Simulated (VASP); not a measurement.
# Pb in VASP: a series of runs

Runs on Pb. Level: r2SCAN. Tasks: single point.

All numbers are computed with VASP 6.6.1; they aren't measurements. Logs are shortened: lines on timing, memory, paths and dates and some standing lists are left out, and cuts for length are marked.

## (1) The cell of the first run

The typed cell holds 1 atom: a = 3.245 Å, b = 3.252 Å, c = 3.255 Å, α = 59.83°, β = 60.04°, γ = 60.13°.

## (2) Single point, r2SCAN

POSCAR

```
Pb
1.0
    0.0001109816      2.2965347937      2.2922332820
    2.3066951414     -0.0000269383      2.2922477536
    2.3067514622      2.2967367326     -0.0001969552
Pb
1
Direct
    0.0000000000      0.0000000000      0.0000000000
```

INCAR.step1

```
PREC = Accurate
ENCUT = 520
ISMEAR = -1
SIGMA = 0.05
LREAL = False
LASPH = True
NELM = 100
NBANDS = 13
GGA = PE
ALGO = Normal
EDIFF = 1E-4
LWAVE = True
LCHARG = False
```

INCAR.step2

```
PREC = Accurate
ENCUT = 520
EDIFF = 1E-6
ISMEAR = -1
SIGMA = 0.05
LREAL = False
LASPH = True
NELM = 100
ALGO = Normal
ISIF = 2
LWAVE = False
LCHARG = True
METAGGA = R2SCAN
LMIXTAU = True
LELF = True
LVHAR = True
NBANDS = 13
ISTART = 1
```

KPOINTS

```
Automatic mesh
0
Gamma
  9 9 9
```

Potentials or basis: VASP PAW PBE potentials, release 64 (Pb_d).

Command:

```
$ cat potpaw_PBE.64/Pb_d/POTCAR > POTCAR
$ cp INCAR.step1 INCAR
$ mpirun -np 1 vasp_std > vasp.out
$ cp INCAR.step2 INCAR
$ mpirun -np 1 vasp_std > vasp.out
```

OUTCAR:

```text
PREC = Accurate
   ENCUT = 520
   EDIFF = 1E-6
   ISMEAR = -1
   LREAL = False
   LASPH = True
   NELM = 100
   ISIF = 2
   METAGGA = R2SCAN
   ISTART = 1

 ion  position               nearest neighbor table
   1  0.000  0.000  0.000-

  LATTYP: Found a triclinic cell.
 ALAT       =     8.5918786103
 B/A-ratio  =     0.3776894379
 C/A-ratio  =     0.5369414348
 COS(alpha) =     0.0000721480
 COS(beta)  =     0.2685450929
 COS(gamma) =     0.9445976774

  Lattice vectors:

 A1 = (  -2.3068641038,  -6.8902640744,   4.5850863728)
 A2 = (  -0.0000563208,  -2.2967636709,   2.2924447088)
 A3 = (  -4.6133356220,  -0.0001750006,   0.0001824836)

Analysis of symmetry for initial positions (statically):
=====================================================================
 Subroutine PRICEL returns:
 Original cell was already a primitive cell.

 Routine SETGRP: Setting up the symmetry group for a
 triclinic supercell.

 Subroutine GETGRP returns: Found  2 space group operations
 (whereof  2 operations were pure point group operations)
 out of a pool of  2 trial point group operations.

The static configuration has the point symmetry S_2 .

Analysis of symmetry for dynamics (positions and initial velocities):
=====================================================================
 Subroutine PRICEL returns:
 Original cell was already a primitive cell.

 Routine SETGRP: Setting up the symmetry group for a
 triclinic supercell.

 Subroutine GETGRP returns: Found  2 space group operations
 (whereof  2 operations were pure point group operations)
 out of a pool of  2 trial point group operations.

The dynamic configuration has the point symmetry S_2 .

 Subroutine INISYM returns: Found  2 space group operations
 (whereof  2 operations are pure point group operations),
 and found     1 'primitive' translations

----------------------------------------------------------------------------------------

                                     Primitive cell

  volume of cell :      24.2878

  direct lattice vectors                    reciprocal lattice vectors
     0.000110982  2.296534794  2.292233282    -0.216762529  0.217726410  0.218131281
[... 80 lines left out ...]
   LSORBIT =      F    spin-orbit coupling
   LASPH  =      T    aspherical Exc in radial PAW
   ENCUT  =  520.0 eV  38.22 Ry    6.18 a.u.   6.03  6.05  6.05*2*pi/ulx,y,z
   NELM   =    100;   NELMIN=  2; NELMDL=  0     # of ELM steps
   EDIFF  = 0.1E-05   stopping-criterion for ELM
   LREAL  =      F    real-space projection
   EDIFFG = 0.1E-04   stopping-criterion for IOM
   NSW    =      0    number of steps for IOM
   IBRION =     -1    ionic relax: 0-MD 1-quasi-New 2-CG
   NFREE  =      0    steps in history (QN), initial steepest desc. (CG)
   ISIF   =      2    stress and relaxation
   ISYM   =      2    0-nonsym 1-usesym 2-fastsym
   POTIM  = 0.5000    time-step for ionic-motion
   TEBEG  =    0.0;   TEEND  =   0.0 temperature during run
   PSTRESS=    0.0 pullay stress
   NELECT =      14.0000    total number of electrons
   NUPDOWN=      -1.0000    fix difference up-down
   EMIN   =  10.00;   EMAX   =-10.00  energy-range for DOS
   EFERMI =   0.00;   METHOD = LEGACY
   ISMEAR =    -1;   SIGMA  =   0.05  broadening in eV -4-tet -1-fermi 0-gaus
   EFERMI_NEDOS =   21; number of points for ismear=-14 and -15
   IALGO  =     38    algorithm
   IMIX   =      4    mixing-type and parameters
     AMIX     =   0.40;   BMIX     =  1.00
     AMIX_MAG =   1.60;   BMIX_MAG =  1.00
  volume/ion in A,a.u.               =      24.29       163.90
  Fermi-wavevector in a.u.,A,eV,Ry     =   1.362452  2.574662 25.256174  1.856276
  Thomas-Fermi vector in A             =   2.488941
   LORBIT       =      0    0 simple, 1 ext, 2 COOP (PROOUT), +10 PAW based schemes
   METAGGA = R2SCAN    functional components
   LHFCALC =     F    Hartree Fock is set to
   AEXX    =    0.0000 exact exchange contribution
   IVDW    =     0    specifies the selected vdW correction
   LEPSILON=     F    determine dielectric tensor
   LRPA    =     F    only Hartree local field effects (RPA)
 non-spin polarized calculation
  energy-cutoff  :      520.00
  volume of cell :       24.29
 maximum number of plane-waves:       664
   NGX = 13   NGY = 13   NGZ = 13

 number of electron      13.9999998 magnetization

 Free energy of the ion-electron system (eV)
  ---------------------------------------------------
  ext. energy  EPLUGINS =         0.00000000
  ---------------------------------------------------
  free energy    TOTEN  =       -55.95926354 eV

  energy without entropy =      -55.95585292  energy(sigma->0) =      -55.95755823

 E-fermi :   9.9205     XC(G=0): -12.1878

 val. band max:        9.8994839741   @ k =   0.4444   0.2222   0.2222
 cond. band min:       9.9624501148   @ k =  -0.2222   0.0000   0.2222
 fundamental gap:      0.0629661407
 Fermi energy:         9.9204762942

 k-point     1 :       0.0000    0.0000    0.0000
  band No.  band energies     occupation
      1      -8.0001      2.00000
      2      -7.9909      2.00000
      3      -7.9870      2.00000
      4      -7.7158      2.00000
      5      -7.7018      2.00000
      6      -4.0846      2.00000
      7      19.6891      0.00000
      8      19.6962      0.00000
      9      19.7109      0.00000
     10      20.4469      0.00000
     11      24.9877      0.00000
     12      24.9905      0.00000
     13      24.9930      0.00000
[... 354 lines left out ...]
  band No.  band energies     occupation
      1      -8.1361      2.00000
      2      -7.8837      2.00000
      3      -7.7558      2.00000
      4      -7.7536      2.00000
      5      -7.6128      2.00000
      6      -2.3969      2.00000
      7      14.8508      0.00000
      8      15.5261      0.00000
      9      15.5461      0.00000
     10      18.8716      0.00000
     11      19.5236      0.00000
     12      28.3706      0.00000
     13      28.5023      0.00000

 [... further k-points ...]
[... 5 lines left out ...]
  --------------------------------------------------------------------------------------
  -------------------------------------------------------------------------------------
  Total        3.0412382      3.0440519      3.0504974     -0.0007300      0.0010097      0.0003191
  in kB      200.6191826    200.8047917    201.2299762     -0.0481526      0.0666087      0.0210470
  external PRESSURE =     200.8846502 kB  Pullay stress =       0.0000000 kB

 VOLUME and BASIS-vectors are now :
 -----------------------------------------------------------------------------
  energy-cutoff  :      520.00
  volume of cell :       24.29
      direct lattice vectors                 reciprocal lattice vectors
     0.000110982  2.296534794  2.292233282    -0.216762529  0.217726410  0.218131281
     2.306695141 -0.000026938  2.292247754     0.216779784 -0.217706331  0.218104374
     2.306751462  2.296736733 -0.000196955     0.216746013  0.217690540 -0.218109543

 POSITION                                       TOTAL-FORCE (eV/Angst)
 -----------------------------------------------------------------------------------
      0.00000      0.00000      0.00000        -0.000000      0.000000     -0.000000
 -----------------------------------------------------------------------------------
    total drift:                               -0.000000     -0.000000     -0.000000

  FREE ENERGIE OF THE ION-ELECTRON SYSTEM (eV)
  ---------------------------------------------------
  free  energy   TOTEN  =       -55.9592635378 eV

  energy  without entropy=      -55.9558529226  energy(sigma->0) =      -55.95755823
```

OUTCAR.step1:

```text
PREC = Accurate
   ENCUT = 520
   ISMEAR = -1
   LREAL = False
   LASPH = True
   NELM = 100
[... 603 lines left out ...]
 POSITION                                       TOTAL-FORCE (eV/Angst)
 -----------------------------------------------------------------------------------
      0.00000      0.00000      0.00000        -0.000000      0.000000      0.000000
 -----------------------------------------------------------------------------------
    total drift:                               -0.000000      0.000000      0.000000

  FREE ENERGIE OF THE ION-ELECTRON SYSTEM (eV)
  ---------------------------------------------------
  free  energy   TOTEN  =        -3.1919648686 eV

  energy  without entropy=       -3.1878356474  energy(sigma->0) =       -3.18990026
```

It took 86 s on 1 thread of Intel Xeon 6975P-C (Granite Rapids), shared host; peak memory 0.23 GiB.

Results:

```yaml
Free_energy: -55.9593 eV
Pressure: 20.1 GPa
Band_gap_on_the_k_mesh: zero (band 7 reaches 19.69 eV, above the bottom of band 8 at 7.83 eV)
```

Levels at points of the mesh, in eV from the Fermi level:
| k point | band 3 | band 4 | band 5 | band 6 | band 7 | band 8 | band 9 | band 10 | band 11 | band 12 |
| --- | --- | --- | --- | --- | --- | --- | --- | --- | --- | --- |
| (0.00, 0.00, 0.00) | -17.91 | -17.64 | -17.62 | -14.01 | 9.77 | 9.78 | 9.79 | 10.53 | 15.07 | 15.07 |

Caveat: the PAW data sets were made with another functional, which shifts forces and pressure a little; spin-orbit coupling is left out, which moves the levels of the heavy elements.

## (3) Single point, r2SCAN

This run uses another cell than the first one, of 28.41 Å³/atom, 1.170 times its volume.

POSCAR

```
Pb
1.0
    0.0001688998      2.4235342958      2.4169221781
    2.4254914423     -0.0000380576      2.4170470059
    2.4253547385      2.4236060129      0.0000446446
Pb
1
Direct
    0.0000000000      0.0000000000      0.0000000000
```

INCAR.step1

```
PREC = Accurate ; ENCUT = 520
ISMEAR = -1 ; SIGMA = 0.05
LREAL = F ; LASPH = T
NELM = 100 ; NBANDS = 13
GGA = PE ; ALGO = Normal
EDIFF = 1E-4 ; LWAVE = T
LCHARG = F
```

INCAR.step2

```
PREC = Accurate ; ENCUT = 520
EDIFF = 1E-7 ; ISMEAR = -1
SIGMA = 0.05 ; LREAL = F
LASPH = T ; NELM = 100
ALGO = Normal ; ISIF = 2
LWAVE = F ; LCHARG = T
METAGGA = R2SCAN ; LMIXTAU = T
LELF = T ; LVHAR = T
NBANDS = 13 ; ISTART = 1
```

KPOINTS

```
regular mesh
0
Gamma
  9 9 9
```

Potentials or basis: VASP PAW PBE potentials, release 64 (Pb_d).

Command:

```
$ cat potpaw_PBE.64/Pb_d/POTCAR > POTCAR
$ cp INCAR.step1 INCAR
$ mpirun -np 1 vasp_std > vasp.out
$ cp INCAR.step2 INCAR
$ mpirun -np 1 vasp_std > vasp.out
```

It took 3.6 min on 1 thread of Intel Xeon 6975P-C (Granite Rapids), shared host; peak memory 0.26 GiB.

The run converged. Its results:

```yaml
Free_energy: -56.2587 eV
Pressure: 5.0 GPa
Band_gap_on_the_k_mesh: zero (band 7 reaches 16.26 eV, above the bottom of band 8 at 6.18 eV)
```

Levels at points of the mesh, in eV from the Fermi level:
```csv
k point,band 3,band 4,band 5,band 6,band 7,band 8,band 9,band 10,band 11,band 12
"(0.00, 0.00, 0.00)",-17.59,-17.41,-17.41,-12.58,8.48,8.49,8.49,10.65,13.38,13.81
```

Caveat: the PAW data sets were made with another functional, which shifts forces and pressure a little; spin-orbit coupling is left out, which moves the levels of the heavy elements.

## (4) Single point, r2SCAN

This run uses another cell than the first one, of 29.83 Å³/atom, 1.228 times its volume.

POSCAR

```
Pb
1.0
    0.0000004461      2.4618701815      2.4598453785
    2.4628967646     -0.0000072700      2.4598235124
    2.4628852223      2.4618671542     -0.0000167155
Pb
1
Direct
    0.0000000000      0.0000000000      0.0000000000
```

INCAR.step1

```
PREC = Accurate
ENCUT = 520
ISMEAR = -1
SIGMA = 0.05
LREAL = False
LASPH = True
NELM = 80
NBANDS = 13
GGA = PE
ALGO = Normal
EDIFF = 1E-4
LWAVE = True
LCHARG = False
```

INCAR.step2

```
PREC = Accurate
ENCUT = 520
EDIFF = 1E-6
ISMEAR = -1
SIGMA = 0.05
LREAL = False
LASPH = True
NELM = 80
ALGO = Normal
ISIF = 2
LWAVE = False
LCHARG = False
METAGGA = R2SCAN
LMIXTAU = True
NBANDS = 13
ISTART = 1
```

KPOINTS is that of step 3.

Command:

```
$ cat potpaw_PBE.64/Pb_d/POTCAR > POTCAR
$ cp INCAR.step1 INCAR
$ mpirun -np 1 vasp_std > vasp.out
$ cp INCAR.step2 INCAR
$ mpirun -np 1 vasp_std > vasp.out
```

It took 77 s on 1 thread of Intel Xeon 6975P-C (Granite Rapids), shared host; peak memory 0.19 GiB.

The run converged. Its results:

* Free energy: -56.2899 eV
* Pressure: 2.0 GPa
* Band gap on the k mesh: zero (band 7 reaches 15.28 eV, above the bottom of band 8 at 5.73 eV)

Levels at points of the mesh, in eV from the Fermi level:
```tsv
k point	band 3	band 4	band 5	band 6	band 7	band 8	band 9	band 10	band 11	band 12
(0.00, 0.00, 0.00)	-17.57	-17.41	-17.41	-12.24	8.05	8.05	8.05	10.60	12.69	13.40
```

Caveat: the PAW data sets were made with another functional, which shifts forces and pressure a little; spin-orbit coupling is left out, which moves the levels of the heavy elements.

## (5) Single point, r2SCAN

This run uses another cell than the first one, of 31.04 Å³/atom, 1.278 times its volume.

POSCAR

```
Pb
1.0
    0.0001225717      2.4941575455      2.4900835756
    2.4986105298     -0.0000585502      2.4901890215
    2.4984926607      2.4942239814     -0.0000014402
Pb
1
Direct
    0.0000000000      0.0000000000      0.0000000000
```

INCAR.step1

```
SYSTEM = Pb
  PREC = Accurate
  ENCUT = 520
  ISMEAR = -1
  SIGMA = 0.05
  LREAL = .False.
  LASPH = .True.
  NELM = 100
  NBANDS = 13
  GGA = PE
  ALGO = Normal
  EDIFF = 1E-4
  LWAVE = .True.
  LCHARG = .False.
```

INCAR.step2

```
SYSTEM = Pb
  PREC = Accurate
  ENCUT = 520
  EDIFF = 1E-7
  ISMEAR = -1
  SIGMA = 0.05
  LREAL = .False.
  LASPH = .True.
  NELM = 100
  ALGO = Normal
  ISIF = 2
  LWAVE = .False.
  LCHARG = .False.
  METAGGA = R2SCAN
  LMIXTAU = .True.
  NBANDS = 13
  ISTART = 1
```

KPOINTS

```
Automatic mesh
0
Gamma
  9 9 9
  0 0 0
```

Command:

```
$ cat potpaw_PBE.64/Pb_d/POTCAR > POTCAR
$ cp INCAR.step1 INCAR
$ mpirun -np 1 vasp_std > vasp.out
$ cp INCAR.step2 INCAR
$ mpirun -np 1 vasp_std > vasp.out
```

It took 3.6 min on 1 thread of Intel Xeon 6975P-C (Granite Rapids), shared host; peak memory 0.27 GiB.

The run converged. Its results:

- Free energy: -56.2977 eV
- Pressure: 0.0 GPa
- Band gap on the k mesh: zero (band 7 reaches 14.50 eV, above the bottom of band 8 at 5.36 eV)

Levels at points of the mesh, in eV from the Fermi level:
```
           k point  band 4  band 5  band 6  band 7  band 8  band 9  band 10  band 11
(0.00, 0.00, 0.00)  -17.42  -17.42  -11.98    7.69    7.69    7.70    10.56    12.14
```

Caveat: the PAW data sets were made with another functional, which shifts forces and pressure a little; spin-orbit coupling is left out, which moves the levels of the heavy elements.

## (6) Overview

| cell | gap on the mesh (eV) | pressure (GPa) |
| --- | --- | --- |
| a = 3.245, b = 3.252, c = 3.255 Å, angles 59.8, 60.0, 60.1°, 1 atom | none | 20.1 |
| a = 3.423, b = 3.424, c = 3.429 Å, angles 59.9, 60.0, 60.1°, 1 atom | none | 5.0 |
| a = 3.480, b = 3.481, c = 3.482 Å, angles 60.0, 60.0, 60.0°, 1 atom | none | 2.0 |
| a = 3.524, b = 3.528, c = 3.530 Å, angles 59.9, 60.0, 60.1°, 1 atom | none | 0.0 |

Alike in all rows: task single point; level r2SCAN; potentials or basis VASP PAW PBE potentials, release 64 (Pb_d); no spin polarisation; k mesh 9 × 9 × 9; cutoff (eV) 520; smearing fermi-dirac 0.05 eV.

Caveats: the PAW data sets were made with another functional, which shifts forces and pressure a little; spin-orbit coupling is left out, which moves the levels of the heavy elements.

Total energies depend on the potentials used, so only differences within one code and one set of settings carry meaning.
